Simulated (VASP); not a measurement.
A run of VASP 6.6.1 is set up as follows.

Contents of INCAR:

```
PREC = Accurate ; ENCUT = 520
EDIFF = 1E-6 ; ISMEAR = 0
SIGMA = 0.05 ; LREAL = False
LASPH = True ; NELM = 150
ALGO = Normal ; ISIF = 2
LWAVE = False ; LCHARG = True
ISPIN = 2 ; MAGMOM = 0.05 0 0
LORBIT = 11 ; LMAXMIX = 4
GGA = PE ; LELF = True
LVHAR = True ; NBANDS = 24
```

KPOINTS

```
regular mesh
0
Gamma
  12 12 6
```

Contents of POSCAR:

```
MoS2
1.0
    3.1896866392      0.0000000000      0.0000000000
   -1.5948433196      2.7623496596      0.0000000000
    0.0000000000      0.0000000000      6.5159782626
Mo S
1 2
Direct
    0.0000000000      0.0000000000      0.0000000000
    0.3333333333      0.6666666667      0.2431495074
    0.6666666667      0.3333333333      0.7568504926
```

Potentials or basis: VASP PAW PBE potentials, release 64 (Mo_sv, S).

Command:

```sh
$ cat potpaw_PBE.64/Mo_sv/POTCAR potpaw_PBE.64/S/POTCAR > POTCAR
$ mpirun -np 1 vasp_std > vasp.out
```

(1) Predict the pressure.

(2) Estimate the largest force.

## Answers

(1) 0.2 GPa.

(2) 0.014 eV/Å.

Caveat: this functional lacks dispersion, which binds layers or chains, so the pressure and a relaxed spacing across them are unreliable.
